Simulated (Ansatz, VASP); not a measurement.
## HgH3 in VASP and in Ansatz

```
CELL_PARAMETERS angstrom
3.56831 0.00000 0.00000
-1.78415 3.09024 0.00000
0.00000 0.00000 5.38487
ATOMIC_POSITIONS crystal
Hg 0.00000 0.00000 0.00000
H 0.33333 0.66667 0.00000
H 0.66667 0.33333 0.00000
H 0.00000 0.00000 0.50000
```

Alike in both runs: task single point; functional PBE; k mesh 6 × 6 × 4; occupations gaussian, width 0.1 eV; no spin polarisation.

|  | VASP | Ansatz |
| --- | --- | --- |
| version | VASP 6.6.1 | Ansatz 0.2.0 |
| potentials or method | VASP PAW PBE potentials, release 64 (Hg, H), cutoff 520 eV | scalar-relativistic, plane waves, PAW |
| valence electrons in the cell | 15 | 23 |

VASP gave:

- gap on the k mesh at the Fermi level (eV): none
- pressure (GPa): -2.8
- traceless stress, the component that is largest in VASP (GPa): -9.09

Q: What did Ansatz give for the same quantities?

A: gap on the k mesh at the Fermi level (eV): none; pressure (GPa): -2.9; traceless stress, the component that is largest in VASP (GPa): -8.95.

A gap of «none» marks a metal or a gap that the smearing closes. With one functional, cell and mesh, what is left measures potentials, basis and numerics. VASP's potentials hold 15 valence electrons a cell and Ansatz's 23, so a difference there can come from the potentials and not from the codes.

Neither program's run includes spin-orbit coupling.
